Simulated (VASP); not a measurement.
Write the native input for VASP 6.6.1 that does the following.

```
Task                   : single point
Functional             : LDA
Potentials or basis    : VASP PAW LDA potentials, release 64 (C, H)
Cutoff                 : 520 eV
k mesh                 : 6 × 3 × 1
Occupations            : gaussian, width 0.1 eV
Spin                   : no spin polarisation
Dipole correction      : yes
Further INCAR settings : ALGO = Normal; EDIFF = 1e-06; NBANDS = 38
```

The structure of HC6 lies in POSCAR:

```
HC6
1.0
    4.8895256614      0.0000000000      0.0000000000
   -1.2223814153      8.7849592876      0.0000000000
    0.0000000000      0.0000000000     22.7474729025
C H
12 2
Direct
    0.0193612757      0.0774451030      0.1758437088
    0.5193612758      0.0774451030      0.1758437088
    0.2742015947      0.0968063788      0.2059542860
    0.7742015947      0.0968063788      0.2059542860
    0.2838822326      0.1355289303      0.2661754406
    0.7838822326      0.1355289303      0.2661754406
    0.0386279421      0.1545151615      0.2955067254
    0.5386279421      0.1545151615      0.2955067254
    0.0488684834      0.1954807970      0.3583587359
    0.5488684834      0.1954807970      0.3583587359
    0.3031723044      0.2126952264      0.3845470194
    0.8031723044      0.2126952264      0.3845470194
    0.0488684834      0.1588387656      0.4465319267
    0.0488684834      0.2321228284      0.4465319267
```

One way to write it, as run:

INCAR

```
SYSTEM = HC6
  PREC = Accurate
  ENCUT = 520
  EDIFF = 1E-6
  ISMEAR = 0
  SIGMA = 0.1
  LREAL = .False.
  LASPH = .True.
  NELM = 100
  ALGO = Normal
  ISIF = 2
  LWAVE = .False.
  LCHARG = .False.
  LDIPOL = .True.
  IDIPOL = 3
  DIPOL = 0.5 0.5 0.305
  NBANDS = 38
```

KPOINTS

```
Automatic mesh
0
Gamma
  6 3 1
  0 0 0
```

Potentials or basis: VASP PAW LDA potentials, release 64 (C, H).

Run with:

```bash
$ cat potpaw_LDA.64/C/POTCAR potpaw_LDA.64/H/POTCAR > POTCAR
$ mpirun -np 1 vasp_std > vasp.out
```

It gave:

- Largest force: 7.107 eV/Å
- Band gap on the k mesh: 0.04 eV

It took 28 min on 1 thread of Intel Xeon 8259CL, with other jobs on the host, peak memory 0.79 GiB.
